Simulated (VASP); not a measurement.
# Pd3I (I4/mmm) in VASP: notebook, part 2 of 2

VASP 6.6.1. The steps go on from the part before.

**5. Single point, PBE+U**

Contents of INCAR:

```
SYSTEM = Pd3I
PREC = Accurate ; ENCUT = 520
EDIFF = 1E-6 ; ISMEAR = -1
SIGMA = 0.05 ; LREAL = .False.
LASPH = .True. ; NELM = 150
ALGO = Normal ; ISIF = 2
LWAVE = .False. ; LCHARG = .True.
LMAXMIX = 4 ; LDAU = .True.
LDAUTYPE = 2 ; LDAUL = -1 2
LDAUU = 0 4 ; LDAUJ = 0 0
LDAUPRINT = 1 ; GGA = PE
LELF = .True. ; LVHAR = .True.
NBANDS = 26
```

Contents of KPOINTS:

```
Automatic mesh
0
Gamma
  9 9 9
  0 0 0
```

Contents of POSCAR:

```
Pd3I
1.0
   -2.1469490000      2.1469490000      3.8759100000
    2.1469490000     -2.1469490000      3.8759100000
    2.1469490000      2.1469490000     -3.8759100000
I Pd
1 3
Direct
    0.0000000000      0.0000000000      0.0000000000
    0.5000000000      0.5000000000      0.0000000000
    0.2500000000      0.7500000000      0.5000000000
    0.7500000000      0.2500000000      0.5000000000
```

Potentials or basis: VASP PAW PBE potentials, release 64 (I, Pd).

Launch:

```sh
$ cat potpaw_PBE.64/I/POTCAR potpaw_PBE.64/Pd/POTCAR > POTCAR
$ mpirun -np 1 vasp_std > vasp.out
```

OUTCAR:

```text
SYSTEM = Pd3I
   PREC = Accurate
   ENCUT = 520
   EDIFF = 1E-6
   ISMEAR = -1
   LREAL = .False.
   LASPH = .True.
   NELM = 150
   ISIF = 2
   GGA = PE

 ion  position               nearest neighbor table
   1  0.000  0.000  0.000-   4 2.89   3 2.89   3 2.89   4 2.89   3 2.89   4 2.89   4 2.89   3 2.89
                             2 3.04   2 3.04   2 3.04   2 3.04
   2  0.500  0.500  0.000-   3 2.89   4 2.89   3 2.89   4 2.89   3 2.89   4 2.89   3 2.89   4 2.89
                             1 3.04   1 3.04   1 3.04   1 3.04
   3  0.250  0.750  0.500-   1 2.89   2 2.89   1 2.89   2 2.89   1 2.89   2 2.89   1 2.89   2 2.89
                             4 3.04   4 3.04   4 3.04   4 3.04
   4  0.750  0.250  0.500-   2 2.89   1 2.89   1 2.89   2 2.89   1 2.89   2 2.89   2 2.89   1 2.89
                             3 3.04   3 3.04   3 3.04   3 3.04

  LATTYP: Found a body centered tetragonal cell.
 ALAT       =     4.2938980000
 C/A-ratio  =     1.8053106990

  Lattice vectors:

 A1 = (  -2.1469490000,   2.1469490000,   3.8759100000)
 A2 = (   2.1469490000,  -2.1469490000,   3.8759100000)
 A3 = (   2.1469490000,   2.1469490000,  -3.8759100000)

Analysis of symmetry for initial positions (statically):
=====================================================================
[... 283 lines left out ...]
 fundamental gap:      0.0139184947
 Fermi energy:         8.8391320323

 k-point     1 :       0.0000    0.0000    0.0000
  band No.  band energies     occupation
      1      -5.7378      2.00000
      2       3.2030      2.00000
      3       3.4550      2.00000
      4       3.4550      2.00000
      5       4.3166      2.00000
      6       4.5679      2.00000
[... 685 lines left out ...]
     25      17.1752      0.00000
     26      17.6764      0.00000

 [... further k-points ...]

------------------------ aborting loop because EDIFF is reached ----------------------------------------

  FORCE on cell =-STRESS in cart. coord.  units (eV):
  Direction    XX          YY          ZZ          XY          YZ          ZX
  --------------------------------------------------------------------------------------
  -------------------------------------------------------------------------------------
  Total       -2.2786347     -2.2786347     -2.4121383      0.0000000      0.0000000      0.0000000
  in kB      -51.0867368    -51.0867368    -54.0798729      0.0000000      0.0000000      0.0000000
  external PRESSURE =     -52.0844488 kB  Pullay stress =       0.0000000 kB

 VOLUME and BASIS-vectors are now :
 -----------------------------------------------------------------------------
  energy-cutoff  :      520.00
  volume of cell :       71.46
      direct lattice vectors                 reciprocal lattice vectors
    -2.146949000  2.146949000  3.875910000     0.000000000  0.232888625  0.129001963
     2.146949000 -2.146949000  3.875910000     0.232888625  0.000000000  0.129001963
     2.146949000  2.146949000 -3.875910000     0.232888625  0.232888625  0.000000000

 POSITION                                       TOTAL-FORCE (eV/Angst)
 -----------------------------------------------------------------------------------
      0.00000      0.00000      0.00000        -0.000000      0.000000     -0.000000
      0.00000      0.00000      3.87591        -0.000000      0.000000     -0.000000
      2.14695      0.00000      1.93796        -0.000000      0.000000      0.000000
      0.00000      2.14695      1.93796         0.000000     -0.000000      0.000000
 -----------------------------------------------------------------------------------
    total drift:                               -0.000000     -0.000000      0.000000

  FREE ENERGIE OF THE ION-ELECTRON SYSTEM (eV)
  ---------------------------------------------------
  free  energy   TOTEN  =       -10.7026928921 eV

  energy  without entropy=      -10.6802587285  energy(sigma->0) =      -10.69147581
```

OSZICAR:

```text
N       E                     dE             d eps       ncg     rms          rms(c)
DAV:   1     0.227631821273E+03    0.22763E+03   -0.17875E+04  3900   0.131E+03
DAV:   2    -0.455659760366E+01   -0.23219E+03   -0.22130E+03  4124   0.288E+02
DAV:   3    -0.112121650633E+02   -0.66556E+01   -0.65673E+01  4536   0.498E+01
DAV:   4    -0.112699140646E+02   -0.57749E-01   -0.57712E-01  4258   0.494E+00
DAV:   5    -0.112707438436E+02   -0.82978E-03   -0.82977E-03  4308   0.623E-01    0.151E+01
DAV:   6    -0.106560451267E+02    0.61470E+00   -0.13075E+00  3968   0.889E+00    0.942E+00
DAV:   7    -0.106874857309E+02   -0.31441E-01   -0.60259E-01  4182   0.538E+00    0.579E+00
DAV:   8    -0.107023947242E+02   -0.14909E-01   -0.73467E-02  4170   0.375E+00    0.303E+00
DAV:   9    -0.107068221748E+02   -0.44275E-02   -0.46204E-02  4034   0.296E+00    0.133E+00
DAV:  10    -0.107026612198E+02    0.41610E-02   -0.14976E-02  4008   0.173E+00    0.180E-01
DAV:  11    -0.107027252653E+02   -0.64046E-04   -0.12196E-03  4210   0.240E-01    0.101E-01
DAV:  12    -0.107026929751E+02    0.32290E-04   -0.10980E-04  4066   0.994E-02    0.252E-02
DAV:  13    -0.107026942713E+02   -0.12962E-05   -0.12597E-05  4278   0.418E-02    0.195E-02
DAV:  14    -0.107026927924E+02    0.14789E-05   -0.34989E-06  3812   0.251E-02    0.232E-03
DAV:  15    -0.107026928921E+02   -0.99726E-07   -0.17727E-07  2068   0.321E-03
   1 F= -.10702693E+02 E0= -.10691476E+02  d E =-.224342E-01
```

Wall time 3.4 min (1 thread of Intel Xeon 8259CL, shared host); peak memory 0.32 GiB.

What came out:

| Property | Result |
| --- | --- |
| Free energy | -10.7027 eV |
| Pressure | -5.2 GPa |
| Band gap on the k mesh | zero (an odd number of electrons rules out a gap without spin polarisation) |

Levels at points of the mesh, in eV from the Fermi level:
```
           k point  band 17  band 18  band 19  band 20  band 21  band 22
(0.00, 0.00, 0.00)    -1.10    -0.88     0.07     0.07     5.50     5.50
```

Eigenvalues of the final occupation matrices:
| site | spin | trace | eigenvalues |
| --- | --- | --- | --- |
| site 2 d | 1 | 4.58 | 0.90 0.90 0.91 0.93 0.94 |
| site 2 d | 2 | 4.58 | 0.90 0.90 0.91 0.93 0.94 |
| site 3 d | 1 | 4.58 | 0.89 0.89 0.92 0.94 0.95 |
| site 3 d | 2 | 4.58 | 0.89 0.89 0.92 0.94 0.95 |
| site 4 d | 1 | 4.58 | 0.89 0.89 0.92 0.94 0.95 |
| site 4 d | 2 | 4.58 | 0.89 0.89 0.92 0.94 0.95 |

Caveat: the cell stands under tension; spin-orbit coupling is left out, which moves the levels of the heavy elements; an odd number of electrons without spin polarisation forces a metal; a magnetic or distorted state may lie lower; U without spin polarisation on a metal has little footing.

**6. The runs side by side**

| U | gap on the mesh (eV) | pressure (GPa) |
| --- | --- | --- |
| Pd d U = 1.0 eV | none | -1.6 |
| Pd d U = 2.0 eV | none | -2.7 |
| Pd d U = 3.0 eV | none | -3.9 |
| Pd d U = 4.0 eV | none | -5.2 |

Alike in all rows: task single point; level PBE+U; potentials or basis VASP PAW PBE potentials, release 64 (I, Pd); no spin polarisation; cell as given; k mesh 9 × 9 × 9; cutoff (eV) 520; smearing fermi-dirac 0.05 eV.

Caveats: spin-orbit coupling is left out, which moves the levels of the heavy elements; an odd number of electrons without spin polarisation forces a metal; a magnetic or distorted state may lie lower; U without spin polarisation on a metal has little footing; the cell stands under tension (at least some runs).

Total energies depend on the potentials used, so only differences within one code and one set of settings carry meaning.
